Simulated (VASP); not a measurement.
Wanted: the native input for a VASP 6.6.1 run.

* Task: electric field gradients
* Functional: LDA
* Potentials or basis: VASP PAW LDA potentials, release 64 (C)
* Cutoff: 520 eV
* k mesh: 20 × 20 × 20
* Occupations: fermi-dirac, width 0.08 eV
* Spin: no spin polarisation
* Dipole correction: no
* Further INCAR settings: ALGO = Normal; EDIFF = 1e-08; NBANDS = 11

The structure of C lies in POSCAR:

```
C
1.0
    0.0000000000      1.8183775075      1.8183775075
    1.8183775075      0.0000000000      1.8183775075
    1.8183775075      1.8183775075      0.0000000000
C
2
Direct
    0.5000000000      0.5000000000      0.5000000000
    0.7500000000      0.7500000000      0.7500000000
```

This cell differs from its parent crystal: volume scaled by 1.06.

One way to write it, as run:

INCAR

```
PREC = Accurate
ENCUT = 520
EDIFF = 1E-8
ISMEAR = -1
SIGMA = 0.08
LREAL = False
LASPH = True
NELM = 60
ALGO = Normal
ISIF = 2
LWAVE = False
LCHARG = False
LEFG = True
NBANDS = 11
```

KPOINTS

```
regular mesh
0
Gamma
  20 20 20
```

Potentials or basis: VASP PAW LDA potentials, release 64 (C).

Run with:

```sh
$ cat potpaw_LDA.64/C/POTCAR > POTCAR
$ mpirun -np 1 vasp_std > vasp.out
```

It gave:

```yaml
Pressure: -33.8 GPa
Band_gap_on_the_k_mesh: 3.96 eV, indirect (least direct gap 5.38 eV)
```

Caveat: without QUAD_EFG the Cq values of the log hold for a quadrupole moment of 1 mb, not for the nuclei.

Run time: 18 s on 1 thread of AMD EPYC 9R14 (Zen 4), with other jobs on the host, peak memory 0.1 GiB.
